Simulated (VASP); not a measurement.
# SnO (P6_3mc) in VASP: further runs

The runs below take SnO through relaxation of cell and atoms, single point, with PBE.

Everything below comes from runs of VASP 6.6.1. Logs are shortened: lines on timing, memory, paths and dates and some standing lists are left out, and cuts for length are marked.

## Step 1: The cell of the first run

The structure is hexagonal, space group P6_3mc (No. 186). Conventional cell: a = 3.495 Å, b = 3.495 Å, c = 5.750 Å, α = 90.00°, β = 90.00°, γ = 120.00°. Within 2.8 Å of Sn (site symmetry 3m) lie 4 O at 2.15 Å. O (site symmetry 3m) has 4 Sn at 2.15 Å within 2.8 Å.

## Step 2: Relaxation of cell and atoms, PBE

Contents of INCAR:

```
PREC = Accurate
ENCUT = 910
EDIFF = 1E-7
ISMEAR = 0
SIGMA = 0.1
LREAL = False
LASPH = True
NELM = 120
ALGO = Normal
ISIF = 3
LWAVE = False
LCHARG = False
GGA = PE
IBRION = 2
NSW = 90
EDIFFG = -0.04
GGA_COMPAT = False
NELMIN = 4
```

Contents of KPOINTS:

```
regular mesh
0
Gamma
  6 6 4
```

Contents of POSCAR:

```
SnO
1.0
    3.4949886900      0.0000000000      0.0000000000
   -1.7474943500      3.0267489900      0.0000000000
    0.0000000000      0.0000000000      5.7503532000
Sn O
2 2
Direct
    0.3333333300      0.6666666700      0.3731349300
    0.6666666700      0.3333333300      0.8731349300
    0.3333333300      0.6666666700      0.0000000000
    0.6666666700      0.3333333300      0.5000000000
```

Potentials or basis: VASP PAW PBE potentials, release 64 (Sn_d, O_h).

Started as:

```sh
$ cat potpaw_PBE.64/Sn_d/POTCAR potpaw_PBE.64/O_h/POTCAR > POTCAR
$ mpirun -np 1 vasp_std > vasp.out
```

OUTCAR:

```text
PREC = Accurate
   ENCUT = 910
   EDIFF = 1E-7
   ISMEAR = 0
   LREAL = False
   LASPH = True
   NELM = 120
   ISIF = 3
   GGA = PE
   IBRION = 2
   NSW = 90
   EDIFFG = -0.04
   NELMIN = 4

 ion  position               nearest neighbor table
   1  0.333  0.667  0.373-   4 2.15   4 2.15   3 2.15   4 2.15   2 3.51   2 3.51   2 3.51   2 3.51
                             2 3.51   2 3.51
   2  0.667  0.333  0.873-   3 2.15   3 2.15   4 2.15   3 2.15   1 3.51   1 3.51   1 3.51   1 3.51
                             1 3.51   1 3.51
   3  0.333  0.667  0.000-   2 2.15   2 2.15   1 2.15   2 2.15
   4  0.667  0.333  0.500-   1 2.15   1 2.15   2 2.15   1 2.15

  LATTYP: Found a hexagonal cell.
 ALAT       =     3.4949886900
 C/A-ratio  =     1.6453138222

  Lattice vectors:

 A1 = (   3.4949886900,   0.0000000000,   0.0000000000)
 A2 = (  -1.7474943500,   3.0267489900,   0.0000000000)
 A3 = (   0.0000000000,   0.0000000000,   5.7503532000)

Analysis of symmetry for initial positions (statically):
=====================================================================
 Subroutine PRICEL returns:
 Original cell was already a primitive cell.

 Routine SETGRP: Setting up the symmetry group for a
 hexagonal supercell.

 Subroutine GETGRP returns: Found 12 space group operations
 (whereof  6 operations were pure point group operations)
 out of a pool of 24 trial point group operations.

The static configuration has the point symmetry C_3v.
 The point group associated with its full space group is C_6v.

Analysis of symmetry for dynamics (positions and initial velocities):
=====================================================================
 Subroutine PRICEL returns:
 Original cell was already a primitive cell.

 Routine SETGRP: Setting up the symmetry group for a
 hexagonal supercell.

 Subroutine GETGRP returns: Found 12 space group operations
 (whereof  6 operations were pure point group operations)
 out of a pool of 24 trial point group operations.

The dynamic configuration has the point symmetry C_3v.
 The point group associated with its full space group is C_6v.

 Subroutine INISYM returns: Found 12 space group operations
 (whereof  6 operations are pure point group operations),
 and found     1 'primitive' translations

----------------------------------------------------------------------------------------

                                     Primitive cell

  volume of cell :      60.8298

  direct lattice vectors                    reciprocal lattice vectors
     3.494988690  0.000000000  0.000000000     0.286123959  0.165193745  0.000000000
    -1.747494350  3.026748990  0.000000000     0.000000000  0.330387489  0.000000000
     0.000000000  0.000000000  5.750353200     0.000000000  0.000000000  0.173902361

  length of vectors
     3.494988690  3.494988691  5.750353200     0.330387490  0.330387489  0.173902361

  position of ions in fractional coordinates (direct lattice)
     0.333333330  0.666666670  0.373134930
     0.666666670  0.333333330  0.873134930
     0.333333330  0.666666670  0.000000000
     0.666666670  0.333333330  0.500000000

  ion indices of the primitive-cell ions
   primitive index   ion index
                 1           1
                 2           2
                 3           3
                 4           4

----------------------------------------------------------------------------------------

 KPOINTS: regular mesh

Automatic generation of k-mesh.
 Grid dimensions read from file:
 generate k-points for:    6    6    4

 Generating k-lattice:

  Cartesian coordinates                     Fractional coordinates (reciprocal lattice)
     0.047687326  0.027532291  0.000000000     0.166666667  0.000000000  0.000000000
     0.000000000  0.055064582  0.000000000     0.000000000  0.166666667  0.000000000
     0.000000000  0.000000000  0.043475590     0.000000000  0.000000000  0.250000000

  Length of vectors
     0.055064582  0.055064582  0.043475590

  Shift w.r.t. Gamma in fractional coordinates (k-lattice)
     0.000000000  0.000000000  0.000000000

 Subroutine IBZKPT returns following result:
 ===========================================

 Found     21 irreducible k-points:

 Following reciprocal coordinates:
            Coordinates               Weight
  0.000000  0.000000  0.000000      1.000000
  0.166667  0.000000  0.000000      6.000000
  0.333333  0.000000  0.000000      6.000000
  0.500000 -0.000000  0.000000      3.000000
  0.166667  0.166667  0.000000      6.000000
  0.333333  0.166667  0.000000     12.000000
[... 13 lines left out ...]
  0.333333  0.166667  0.500000     12.000000
  0.333333  0.333333  0.500000      2.000000
   k-points           NKPTS =     21   k-points in BZ     NKDIM =     21   number of bands    NBANDS=     24
   number of dos      NEDOS =    301   number of ions     NIONS =      4
   total plane-waves  NPLWV =  77760
   dimension x,y,z NGX =    36 NGY =   36 NGZ =   60
   dimension x,y,z NGXF=    72 NGYF=   72 NGZF=  120
   ions per type =               2   2
   NGX,Y,Z   is equivalent  to a cutoff of  17.12, 17.12, 17.35 a.u.
   NGXF,Y,Z  is equivalent  to a cutoff of  34.25, 34.25, 34.69 a.u.
 SYSTEM =  unknown system
   PREC   = accura    normal or accurate (medium, high low for compatibility)
   ISTART =      0    job   : 0-new  1-cont  2-samecut
   ICHARG =      2    charge: 1-file 2-atom 10-const
   ISPIN  =      1    spin polarized calculation?
   LNONCOLLINEAR =      F non collinear calculations
   LSORBIT =      F    spin-orbit coupling
   LASPH  =      T    aspherical Exc in radial PAW
   ENCUT  =  910.0 eV  66.88 Ry    8.18 a.u.   8.60  8.60 14.14*2*pi/ulx,y,z
   NELM   =    120;   NELMIN=  4; NELMDL= -5     # of ELM steps
   EDIFF  = 0.1E-06   stopping-criterion for ELM
   LREAL  =      F    real-space projection
   EDIFFG = -.4E-01   stopping-criterion for IOM
   NSW    =     90    number of steps for IOM
   IBRION =      2    ionic relax: 0-MD 1-quasi-New 2-CG
   NFREE  =      1    steps in history (QN), initial steepest desc. (CG)
   ISIF   =      3    stress and relaxation
   ISYM   =      2    0-nonsym 1-usesym 2-fastsym
   POTIM  = 0.5000    time-step for ionic-motion
   TEBEG  =    0.0;   TEEND  =   0.0 temperature during run
   PSTRESS=    0.0 pullay stress
   NELECT =      40.0000    total number of electrons
   NUPDOWN=      -1.0000    fix difference up-down
   EMIN   =  10.00;   EMAX   =-10.00  energy-range for DOS
   EFERMI =   0.00;   METHOD = LEGACY
   ISMEAR =     0;   SIGMA  =   0.10  broadening in eV -4-tet -1-fermi 0-gaus
   EFERMI_NEDOS =   21; number of points for ismear=-14 and -15
   IALGO  =     38    algorithm
   IMIX   =      4    mixing-type and parameters
     AMIX     =   0.40;   BMIX     =  1.00
     AMIX_MAG =   1.60;   BMIX_MAG =  1.00
  volume/ion in A,a.u.               =      15.21       102.63
  Fermi-wavevector in a.u.,A,eV,Ry     =   1.423604  2.690222 27.574233  2.026649
  Thomas-Fermi vector in A             =   2.544184
   LORBIT       =      0    0 simple, 1 ext, 2 COOP (PROOUT), +10 PAW based schemes
   GGA     = PE    functional components
   LHFCALC =     F    Hartree Fock is set to
   AEXX    =    0.0000 exact exchange contribution
   IVDW    =     0    specifies the selected vdW correction
   LEPSILON=     F    determine dielectric tensor
   LRPA    =     F    only Hartree local field effects (RPA)
 conjugate gradient relaxation of ions
 non-spin polarized calculation
 Gauss-broadening in eV      SIGMA  =   0.10
  energy-cutoff  :      910.00
  volume of cell :       60.83
 maximum number of plane-waves:      3821
 NGX is ok and might be reduce to    36
   NGX = 17   NGY = 17   NGZ = 29

--------------------------------------- Ionic step        1  -------------------------------------------

 number of electron      39.9999997 magnetization

 Free energy of the ion-electron system (eV)
  ---------------------------------------------------
  ext. energy  EPLUGINS =         0.00000000
  ---------------------------------------------------
  free energy    TOTEN  =       -19.09302744 eV

  energy without entropy =      -19.09259272  energy(sigma->0) =      -19.09281008

 E-fermi :  10.5606     XC(G=0): -11.0724

 val. band max:       10.3864871735   @ k =   0.3333   0.1667   0.0000
 cond. band min:      10.7149648311   @ k =   0.5000  -0.0000   0.0000
 fundamental gap:      0.3284776576
 Fermi energy:        10.5605923630

 k-point     1 :       0.0000    0.0000    0.0000
  band No.  band energies     occupation
      1     -12.9862      2.00000
      2     -12.3724      2.00000
      3     -12.3340      2.00000
      4     -12.3340      2.00000
      5     -12.3037      2.00000
      6     -12.3037      2.00000
[... 16 lines left out ...]
     23      15.0819      0.00000
     24      15.4380      0.00000

 k-point     2 :       0.1667    0.0000    0.0000
  band No.  band energies     occupation
      1     -13.0171      2.00000
      2     -12.5809      2.00000
      3     -12.3482      2.00000
      4     -12.3148      2.00000
      5     -12.2862      2.00000
      6     -12.2712      2.00000
[... 1146 lines left out ...]
  FORCE on cell =-STRESS in cart. coord.  units (eV):
  Direction    XX          YY          ZZ          XY          YZ          ZX
  --------------------------------------------------------------------------------------
  -------------------------------------------------------------------------------------
  Total       -7.3078070     -7.3078070     -8.1116317      0.0000000      0.0000000      0.0000000
  in kB     -122.2401246   -122.2401245   -135.6859681      0.0000003      0.0000000      0.0000000
  external PRESSURE =    -126.7220724 kB  Pullay stress =       0.0000000 kB

 VOLUME and BASIS-vectors are now :
 -----------------------------------------------------------------------------
  energy-cutoff  :      910.00
  volume of cell :       95.78
      direct lattice vectors                 reciprocal lattice vectors
     4.040752306 -0.000000001  0.000000000     0.247478668  0.142881876  0.000000000
    -2.020376159  3.499394145 -0.000000000     0.000000000  0.285763752  0.000000000
     0.000000000  0.000000000  6.773743999    -0.000000000  0.000000000  0.147628845

 POSITION                                       TOTAL-FORCE (eV/Angst)
 -----------------------------------------------------------------------------------
     -0.00000      2.33293      2.51248        -0.000000      0.000000      0.080497
      2.02038      1.16646      5.89935        -0.000000      0.000000      0.080497
     -0.00000      2.33293      0.01504         0.000000     -0.000000     -0.080497
      2.02038      1.16646      3.40191        -0.000000      0.000000     -0.080497
 -----------------------------------------------------------------------------------
    total drift:                                0.000012     -0.000007     -0.001680

  FREE ENERGIE OF THE ION-ELECTRON SYSTEM (eV)
  ---------------------------------------------------
  free  energy   TOTEN  =       -20.1973536243 eV

  energy  without entropy=      -20.1973536243  energy(sigma->0) =      -20.19735362

--------------------------------------- Ionic step        3  -------------------------------------------

 number of electron      39.9999997 magnetization

 Free energy of the ion-electron system (eV)
  ---------------------------------------------------
  ext. energy  EPLUGINS =         0.00000000
  ---------------------------------------------------
  free energy    TOTEN  =       -20.89099644 eV

  energy without entropy =      -20.89099644  energy(sigma->0) =      -20.89099644

 E-fermi :   6.5646     XC(G=0):  -9.6041

 val. band max:        6.1227813994   @ k =   0.3333   0.1667   0.0000
 cond. band min:       7.0581254510   @ k =   0.5000  -0.0000   0.0000
 fundamental gap:      0.9353440516
 Fermi energy:         6.5646255346

 k-point     1 :       0.0000    0.0000    0.0000
  band No.  band energies     occupation
      1     -15.5987      2.00000
      2     -15.4838      2.00000
      3     -15.4731      2.00000
      4     -15.4731      2.00000
      5     -15.4673      2.00000
      6     -15.4673      2.00000
[... 16 lines left out ...]
     23      10.6059      0.00000
     24      10.7083      0.00000

 k-point     2 :       0.1667    0.0000    0.0000
  band No.  band energies     occupation
      1     -15.6119      2.00000
      2     -15.5071      2.00000
      3     -15.4755      2.00000
      4     -15.4647      2.00000
      5     -15.4598      2.00000
      6     -15.4549      2.00000
[... 534 lines left out ...]
  FORCE on cell =-STRESS in cart. coord.  units (eV):
  Direction    XX          YY          ZZ          XY          YZ          ZX
  --------------------------------------------------------------------------------------
  -------------------------------------------------------------------------------------
  Total       -0.0847535     -0.0847535     -0.0967270      0.0000000     -0.0000000      0.0000000
  in kB       -1.6937775     -1.6937775     -1.9330662      0.0000000     -0.0000000      0.0000000
  external PRESSURE =      -1.7735404 kB  Pullay stress =       0.0000000 kB

 VOLUME and BASIS-vectors are now :
 -----------------------------------------------------------------------------
  energy-cutoff  :      910.00
  volume of cell :       80.17
      direct lattice vectors                 reciprocal lattice vectors
     3.816937364 -0.000000001  0.000000000     0.261990152  0.151260085  0.000000000
    -1.908468688  3.305564721 -0.000000000     0.000000000  0.302520170  0.000000000
     0.000000000  0.000000000  6.354056528    -0.000000000  0.000000000  0.157379777

 POSITION                                       TOTAL-FORCE (eV/Angst)
 -----------------------------------------------------------------------------------
     -0.00000      2.20371      2.36172         0.000000      0.000000     -0.018168
      1.90847      1.10185      5.53875         0.000000     -0.000000     -0.018168
     -0.00000      2.20371      0.00920        -0.000000      0.000000      0.018168
      1.90847      1.10185      3.18623         0.000000     -0.000000      0.018168
 -----------------------------------------------------------------------------------
    total drift:                                0.000011     -0.000007      0.000317

  FREE ENERGIE OF THE ION-ELECTRON SYSTEM (eV)
  ---------------------------------------------------
  free  energy   TOTEN  =       -20.8909964437 eV

  energy  without entropy=      -20.8909964437  energy(sigma->0) =      -20.89099644

 reached required accuracy - stopping structural energy minimisation
```

Run time: 93 s. Hardware: 1 thread of Intel Xeon 6975P-C (Granite Rapids), shared host; peak memory 0.31 GiB.

Results:

```yaml
Free_energy: -20.8910 eV
Relaxed_volume: 20.04 Å³/atom
Relaxed_cell: a = 3.817 Å, b = 3.817 Å, c = 6.354 Å, α = 90.00°, β = 90.00°, γ = 120.00°
Space_group_after_relaxing_to_0.1_Å: P6_3mc (No. 186)
Energy_gained_by_relaxing: 449.5 meV/atom
Ionic_steps: 3
Pressure_after_relaxing: -0.2 GPa
Largest_force_after_relaxing: 0.018 eV/Å
Band_gap_on_the_k_mesh: 0.94 eV (least direct gap 1.13 eV)
```

Forces in eV/Å, atoms in the order of the input:
```
Sn   0.000  0.000 -0.018
Sn   0.000  0.000 -0.018
O    0.000  0.000  0.018
O    0.000  0.000  0.018
```

Step by step:
| step | energy change (eV) | largest force (eV/Å) | pressure (GPa) | volume (Å³) |
| --- | --- | --- | --- | --- |
| 1 | 0.0000 | 0.2647 | 35.69 | 60.83 |
| 2 | -1.1043 | 0.0805 | -12.67 | 95.78 |
| 3 | -1.7980 | 0.0182 | -0.18 | 80.17 |

Final structure:
```cif
data_structure
_symmetry_space_group_name_H-M 'P 1'
_symmetry_Int_Tables_number 1
_cell_length_a 3.8169
_cell_length_b 3.8169
_cell_length_c 6.3541
_cell_angle_alpha 90.000
_cell_angle_beta 90.000
_cell_angle_gamma 120.000
_cell_volume 80.17
loop_
_atom_site_label
_atom_site_type_symbol
_atom_site_fract_x
_atom_site_fract_y
_atom_site_fract_z
_atom_site_occupancy
Sn1 Sn 0.33333 0.66667 0.37169 1
Sn2 Sn 0.66667 0.33333 0.87169 1
O1 O 0.33333 0.66667 0.00145 1
O2 O 0.66667 0.33333 0.50145 1
```

Caveat: the cutoff is under 1.25 times the usual one of these potentials, so pressure, stress and relaxed cells hold a basis-set (Pulay) error; the volume moved by over 15 % at a fixed basis, so the end points are rough; spin-orbit coupling is left out, which moves the levels of the heavy elements. A k mesh can miss the band edges.

(Continued in part 2 of 2.)
